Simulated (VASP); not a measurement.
## TaC: single point with r2SCAN

The system is TaC.

```xyz
2
Lattice="0.0000 2.2270 2.2270 2.2270 0.0000 2.2270 2.2270 2.2270 0.0000" Properties=species:S:1:pos:R:3 pbc="T T T"
Ta    0.0000    0.0000    0.0000
C     2.2270    2.2270    2.2270
```

| Item | Value |
| --- | --- |
| Program | VASP 6.6.1 |
| Task | single point |
| Functional | r2SCAN |
| Potentials or basis | VASP PAW PBE potentials, release 64 (Ta_pv, C) |
| Cutoff | 660 eV |
| k mesh | 16 × 16 × 16 |
| Occupations | fermi-dirac, width 0.05 eV |
| Spin | no spin polarisation |

* Pressure: 3.0 GPa

Levels at points of the mesh, in eV from the Fermi level:
```
           k point  band 4  band 5  band 6  band 7  band 8  band 9  band 10  band 11  band 12  band 13
(0.00, 0.00, 0.00)  -15.74   -1.34   -1.34   -1.34   -0.60   -0.60    -0.60     0.62     0.62     7.08
(0.50, 0.00, 0.00)  -11.25   -9.14   -5.84   -5.84    2.85    2.85     3.93     5.75    10.13    10.36
(0.50, 0.50, 0.00)  -13.64   -4.98   -4.64   -1.98   -1.98    2.62     4.25     4.25     7.25     8.54
```

Run time: 110 s on 1 thread of Intel(R) Xeon(R) 6975P-C (Granite Rapids), on a shared host, peak memory 0.22 GiB.

Caveat: the PAW data sets were made with another functional, which shifts forces and pressure a little; spin-orbit coupling is left out, which moves the levels of the heavy elements.
